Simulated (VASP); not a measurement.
# GaN (P6_3mc) in VASP: a series of runs

GaN is run at these levels: PBE, r2SCAN; tasks: single point.

All numbers are computed with VASP 6.6.1; they aren't measurements. Logs are shortened: lines on timing, memory, paths and dates and some standing lists are left out, and cuts for length are marked.

### 1 The cell of the first run

It takes space group P6_3mc (No. 186, hexagonal). The conventional cell has a = 3.183 Å, b = 3.183 Å, c = 5.184 Å, α = 90.00°, β = 90.00°, γ = 120.00°. Within 2.6 Å of Ga (site symmetry 3m) lie 4 N at 1.95 Å. Within 2.6 Å of N (site symmetry 3m) lie 4 Ga at 1.95 Å.

### 2 Single point, PBE

The input, INCAR:

```
ALGO     = Normal         # electronic algorithm
EDIFF    = 1E-6           # SCF threshold, eV
ENCUT    = 520            # plane-wave cutoff, eV
GGA      = PE             # functional
ISIF     = 2              # what is computed and relaxed
ISMEAR   = 0              # smearing method
LASPH    = T              # aspherical terms in the spheres
LCHARG   = F              # write CHGCAR
LREAL    = F              # projectors in reciprocal space
LWAVE    = F              # write WAVECAR
NBANDS   = 26             # bands
NELM     = 100            # most SCF steps
PREC     = Accurate       # precision mode
SIGMA    = 0.01           # smearing width, eV
```

The input, KPOINTS:

```
k-points
0
Gamma
  6 6 4
```

The input, POSCAR:

```
GaN
1.0
    3.1831488267      0.0000000000      0.0000000000
   -1.5915744133      2.7566877479      0.0000000000
    0.0000000000      0.0000000000      5.1836275463
Ga N
2 2
Direct
    0.6666666667      0.3333333333      0.4991132225
    0.3333333333      0.6666666667      0.9991132225
    0.6666666667      0.3333333333      0.8758867775
    0.3333333333      0.6666666667      0.3758867775
```

Potentials or basis: VASP PAW PBE potentials, release 64 (Ga_d, N).

The run is started by

```sh
$ cat potpaw_PBE.64/Ga_d/POTCAR potpaw_PBE.64/N/POTCAR > POTCAR
$ mpirun -np 1 vasp_std > vasp.out
```

OUTCAR:

```text
EDIFF = 1E-6
   ENCUT = 520
   GGA = PE
   ISIF = 2
   ISMEAR = 0
   LASPH = T
   LREAL = F
   NELM = 100
   PREC = Accurate

 ion  position               nearest neighbor table
   1  0.667  0.333  0.499-   4 1.95   4 1.95   4 1.95   3 1.95
   2  0.333  0.667  0.999-   3 1.95   3 1.95   3 1.95   4 1.95
   3  0.667  0.333  0.876-   2 1.95   2 1.95   2 1.95   1 1.95
   4  0.333  0.667  0.376-   1 1.95   1 1.95   1 1.95   2 1.95

  LATTYP: Found a hexagonal cell.
 ALAT       =     3.1831488267
 C/A-ratio  =     1.6284590600

  Lattice vectors:

 A1 = (   3.1831488267,   0.0000000000,   0.0000000000)
 A2 = (  -1.5915744133,   2.7566877479,   0.0000000000)
 A3 = (   0.0000000000,   0.0000000000,   5.1836275463)

Analysis of symmetry for initial positions (statically):
=====================================================================
 Subroutine PRICEL returns:
 Original cell was already a primitive cell.

 Routine SETGRP: Setting up the symmetry group for a
 hexagonal supercell.

 Subroutine GETGRP returns: Found 12 space group operations
 (whereof  6 operations were pure point group operations)
 out of a pool of 24 trial point group operations.

The static configuration has the point symmetry C_3v.
 The point group associated with its full space group is C_6v.

Analysis of symmetry for dynamics (positions and initial velocities):
=====================================================================
 Subroutine PRICEL returns:
 Original cell was already a primitive cell.

 Routine SETGRP: Setting up the symmetry group for a
 hexagonal supercell.

 Subroutine GETGRP returns: Found 12 space group operations
 (whereof  6 operations were pure point group operations)
 out of a pool of 24 trial point group operations.

The dynamic configuration has the point symmetry C_3v.
 The point group associated with its full space group is C_6v.

 Subroutine INISYM returns: Found 12 space group operations
 (whereof  6 operations are pure point group operations),
 and found     1 'primitive' translations

----------------------------------------------------------------------------------------

                                     Primitive cell
[... 85 lines left out ...]
   ISPIN  =      1    spin polarized calculation?
   LNONCOLLINEAR =      F non collinear calculations
   LSORBIT =      F    spin-orbit coupling
   LASPH  =      T    aspherical Exc in radial PAW
   ENCUT  =  520.0 eV  38.22 Ry    6.18 a.u.   5.92  5.92  9.64*2*pi/ulx,y,z
   NELM   =    100;   NELMIN=  2; NELMDL= -5     # of ELM steps
   EDIFF  = 0.1E-05   stopping-criterion for ELM
   LREAL  =      F    real-space projection
   EDIFFG = 0.1E-04   stopping-criterion for IOM
   NSW    =      0    number of steps for IOM
   IBRION =     -1    ionic relax: 0-MD 1-quasi-New 2-CG
   NFREE  =      0    steps in history (QN), initial steepest desc. (CG)
   ISIF   =      2    stress and relaxation
   ISYM   =      2    0-nonsym 1-usesym 2-fastsym
   POTIM  = 0.5000    time-step for ionic-motion
   TEBEG  =    0.0;   TEEND  =   0.0 temperature during run
   PSTRESS=    0.0 pullay stress
   NELECT =      36.0000    total number of electrons
   NUPDOWN=      -1.0000    fix difference up-down
   EMIN   =  10.00;   EMAX   =-10.00  energy-range for DOS
   EFERMI =   0.00;   METHOD = LEGACY
   ISMEAR =     0;   SIGMA  =   0.01  broadening in eV -4-tet -1-fermi 0-gaus
   EFERMI_NEDOS =   21; number of points for ismear=-14 and -15
   IALGO  =     38    algorithm
   IMIX   =      4    mixing-type and parameters
     AMIX     =   0.40;   BMIX     =  1.00
     AMIX_MAG =   1.60;   BMIX_MAG =  1.00
  volume/ion in A,a.u.               =      11.37        76.74
  Fermi-wavevector in a.u.,A,eV,Ry     =   1.514315  2.861640 31.200199  2.293150
  Thomas-Fermi vector in A             =   2.623989
   LORBIT       =      0    0 simple, 1 ext, 2 COOP (PROOUT), +10 PAW based schemes
   GGA     = PE    functional components
   LHFCALC =     F    Hartree Fock is set to
   AEXX    =    0.0000 exact exchange contribution
   IVDW    =     0    specifies the selected vdW correction
   LEPSILON=     F    determine dielectric tensor
   LRPA    =     F    only Hartree local field effects (RPA)
 non-spin polarized calculation
 Gauss-broadening in eV      SIGMA  =   0.01
  energy-cutoff  :      520.00
  volume of cell :       45.49
 maximum number of plane-waves:      1248
 NGX is ok and might be reduce to    24
   NGX = 11   NGY = 11   NGZ = 19

 number of electron      35.9999993 magnetization

 Free energy of the ion-electron system (eV)
  ---------------------------------------------------
  ext. energy  EPLUGINS =         0.00000000
  ---------------------------------------------------
  free energy    TOTEN  =       -24.29283066 eV

  energy without entropy =      -24.29283066  energy(sigma->0) =      -24.29283066

 E-fermi :   5.4482     XC(G=0): -11.6925

 val. band max:        5.3688775417   @ k =   0.0000   0.0000   0.0000
 cond. band min:       7.3098933322   @ k =   0.0000   0.0000   0.0000
 fundamental gap:      1.9410157905
 Fermi energy:         5.4481565914

 k-point     1 :       0.0000    0.0000    0.0000
  band No.  band energies     occupation
      1     -10.6486      2.00000
      2      -9.7139      2.00000
      3      -8.0745      2.00000
      4      -8.0591      2.00000
      5      -8.0591      2.00000
      6      -7.9970      2.00000
[... 598 lines left out ...]
     25      19.3967      0.00000
     26      19.4998      0.00000

------------------------ aborting loop because EDIFF is reached ----------------------------------------

  FORCE on cell =-STRESS in cart. coord.  units (eV):
  Direction    XX          YY          ZZ          XY          YZ          ZX
  --------------------------------------------------------------------------------------
  -------------------------------------------------------------------------------------
  Total        1.7730430      1.7730430      1.7904979      0.0000000      0.0000000     -0.0000000
  in kB       62.4527460     62.4527460     63.0675694      0.0000000      0.0000000     -0.0000000
  external PRESSURE =      62.6576871 kB  Pullay stress =       0.0000000 kB

 VOLUME and BASIS-vectors are now :
 -----------------------------------------------------------------------------
  energy-cutoff  :      520.00
  volume of cell :       45.49
      direct lattice vectors                 reciprocal lattice vectors
     3.183148827  0.000000000  0.000000000     0.314154334  0.181377089  0.000000000
    -1.591574413  2.756687748  0.000000000     0.000000000  0.362754179  0.000000000
     0.000000000  0.000000000  5.183627546     0.000000000  0.000000000  0.192915095

 POSITION                                       TOTAL-FORCE (eV/Angst)
 -----------------------------------------------------------------------------------
      1.59157      0.91890      2.58722         0.000000     -0.000000      0.004464
     -0.00000      1.83779      5.17903         0.000000      0.000000      0.004464
      1.59157      0.91890      4.54027         0.000000     -0.000000     -0.004464
     -0.00000      1.83779      1.94846        -0.000000      0.000000     -0.004464
 -----------------------------------------------------------------------------------
    total drift:                               -0.000001     -0.000001     -0.001050

  FREE ENERGIE OF THE ION-ELECTRON SYSTEM (eV)
  ---------------------------------------------------
  free  energy   TOTEN  =       -24.2928306641 eV

  energy  without entropy=      -24.2928306641  energy(sigma->0) =      -24.29283066
```

stdout:

```text
POSCAR found type information on POSCAR GaN
 POSCAR found :  2 types and       4 ions
 scaLAPACK will be used
 LDA part: xc-table for (Slater+PW92), standard interpolation
 POSCAR, INCAR and KPOINTS ok, starting setup
 FFT: planning ... GRIDC
 FFT: planning ... GRID_SOFT
 FFT: planning ... GRID
 WAVECAR not read
 entering main loop
```

Run time: 10 s. Hardware: 1 thread of Intel Xeon 6975P-C (Granite Rapids), shared host; peak memory 0.16 GiB.

What came out:

| Property | Result |
| --- | --- |
| Free energy | -24.2928 eV |
| Pressure | 6.3 GPa |
| Largest force | 0.004 eV/Å |
| Band gap on the k mesh | 1.94 eV, direct |

Forces in eV/Å, atoms in the order of the input:
```
Ga   0.000  0.000  0.004
Ga   0.000  0.000  0.004
N    0.000  0.000 -0.004
N    0.000  0.000 -0.004
```

### 3 Single point, PBE

The input, INCAR:

```
SYSTEM = GaN
  PREC = Accurate
  ENCUT = 520
  EDIFF = 1E-6
  ISMEAR = 0
  SIGMA = 0.01
  LREAL = .False.
  LASPH = .True.
  NELM = 100
  ALGO = Normal
  ISIF = 2
  LWAVE = .False.
  LCHARG = .True.
  GGA = PE
  LELF = .True.
  LVHAR = .True.
  NBANDS = 26
```

The input, KPOINTS:

```
Automatic mesh
0
Gamma
  6 6 4
  0 0 0
```

POSCAR is that of step 2.

Potentials or basis: VASP PAW PBE potentials, release 64 (Ga_d, N).

The run is started by

```sh
$ cat potpaw_PBE.64/Ga_d/POTCAR potpaw_PBE.64/N/POTCAR > POTCAR
$ mpirun -np 1 vasp_std > vasp.out
```

OUTCAR:

```text
SYSTEM = GaN
   PREC = Accurate
   ENCUT = 520
   EDIFF = 1E-6
   ISMEAR = 0
   LREAL = .False.
   LASPH = .True.
   NELM = 100
   ISIF = 2
   GGA = PE

 ion  position               nearest neighbor table
   1  0.667  0.333  0.499-   4 1.95   4 1.95   4 1.95   3 1.95
   2  0.333  0.667  0.999-   3 1.95   3 1.95   3 1.95   4 1.95
   3  0.667  0.333  0.876-   2 1.95   2 1.95   2 1.95   1 1.95
   4  0.333  0.667  0.376-   1 1.95   1 1.95   1 1.95   2 1.95

  LATTYP: Found a hexagonal cell.
 ALAT       =     3.1831488267
 C/A-ratio  =     1.6284590600
[... 803 lines left out ...]
  Direction    XX          YY          ZZ          XY          YZ          ZX
  --------------------------------------------------------------------------------------
  -------------------------------------------------------------------------------------
  Total        1.7730430      1.7730430      1.7904979      0.0000000      0.0000000     -0.0000000
  in kB       62.4527460     62.4527460     63.0675694      0.0000000      0.0000000     -0.0000000
  external PRESSURE =      62.6576871 kB  Pullay stress =       0.0000000 kB

 VOLUME and BASIS-vectors are now :
 -----------------------------------------------------------------------------
  energy-cutoff  :      520.00
  volume of cell :       45.49
      direct lattice vectors                 reciprocal lattice vectors
     3.183148827  0.000000000  0.000000000     0.314154334  0.181377089  0.000000000
    -1.591574413  2.756687748  0.000000000     0.000000000  0.362754179  0.000000000
     0.000000000  0.000000000  5.183627546     0.000000000  0.000000000  0.192915095

 POSITION                                       TOTAL-FORCE (eV/Angst)
 -----------------------------------------------------------------------------------
      1.59157      0.91890      2.58722         0.000000     -0.000000      0.004464
     -0.00000      1.83779      5.17903         0.000000      0.000000      0.004464
      1.59157      0.91890      4.54027         0.000000     -0.000000     -0.004464
     -0.00000      1.83779      1.94846        -0.000000      0.000000     -0.004464
 -----------------------------------------------------------------------------------
    total drift:                               -0.000001     -0.000001     -0.001050

  FREE ENERGIE OF THE ION-ELECTRON SYSTEM (eV)
  ---------------------------------------------------
  free  energy   TOTEN  =       -24.2928306641 eV

  energy  without entropy=      -24.2928306641  energy(sigma->0) =      -24.29283066
```

Wall time 12 s (1 thread of Intel Xeon 6975P-C (Granite Rapids), shared host); peak memory 0.17 GiB.

What came out:

* Free energy: -24.2928 eV
* Pressure: 6.3 GPa
* Largest force: 0.004 eV/Å
* Band gap on the k mesh: 1.94 eV, direct

Forces in eV/Å, atoms in the order of the input:
```
Ga   0.000  0.000  0.004
Ga   0.000  0.000  0.004
N    0.000  0.000 -0.004
N    0.000  0.000 -0.004
```

As with any semilocal functional, this PBE gap is likely too small.

### 4 Single point, r2SCAN

POSCAR is that of step 3.

The input, INCAR.step1:

```
PREC = Accurate
ENCUT = 520
ISMEAR = 0
SIGMA = 0.01
LREAL = F
LASPH = T
NELM = 60
NBANDS = 26
GGA = PE
ALGO = Normal
EDIFF = 1E-4
LWAVE = T
LCHARG = F
```

The input, INCAR.step2:

```
PREC = Accurate
ENCUT = 520
EDIFF = 1E-6
ISMEAR = 0
SIGMA = 0.01
LREAL = F
LASPH = T
NELM = 60
ALGO = Normal
ISIF = 2
LWAVE = F
LCHARG = F
METAGGA = R2SCAN
LMIXTAU = T
NBANDS = 26
ISTART = 1
```

The input, KPOINTS:

```
Automatic mesh
0
Gamma
  6 6 4
```

The run is started by

```sh
$ cat potpaw_PBE.64/Ga_d/POTCAR potpaw_PBE.64/N/POTCAR > POTCAR
$ cp INCAR.step1 INCAR
$ mpirun -np 1 vasp_std > vasp.out
$ cp INCAR.step2 INCAR
$ mpirun -np 1 vasp_std > vasp.out
```

Wall time 41 s (1 thread of Intel Xeon 6975P-C (Granite Rapids), shared host); peak memory 0.17 GiB.

Results (log left out):

```yaml
Free_energy: -43.8171 eV
Pressure: 1.1 GPa
Largest_force: 0.005 eV/Å
Band_gap_on_the_k_mesh: 2.34 eV, direct
```

Forces on the atoms (eV/Å):
```
Ga   0.000  0.000  0.005
Ga   0.000  0.000  0.005
N    0.000  0.000 -0.005
N    0.000  0.000 -0.005
```

Stress tensor (GPa, compression positive):
```
1.11 0.00 0.00
0.00 1.11 0.00
0.00 0.00 0.94
```

Levels at points of the mesh, in eV from the valence-band top:
| k point | band 16 | band 17 | band 18 | band 19 | band 20 | band 21 |
| --- | --- | --- | --- | --- | --- | --- |
| (0.00, 0.00, 0.00) | -0.04 | 0.00 | 0.00 | 2.34 | 4.81 | 9.96 |
| (0.50, 0.00, 0.00) | -2.84 | -2.24 | -1.03 | 5.58 | 6.12 | 6.55 |
| (0.00, 0.00, 0.50) | -0.55 | -0.55 | -0.55 | 4.77 | 4.77 | 9.18 |
| (0.50, 0.00, 0.50) | -2.01 | -1.95 | -1.95 | 4.89 | 4.89 | 8.42 |

Caveat: the PAW data sets were made with another functional, which shifts forces and pressure a little.

(Part 1 of 2 ends here.)
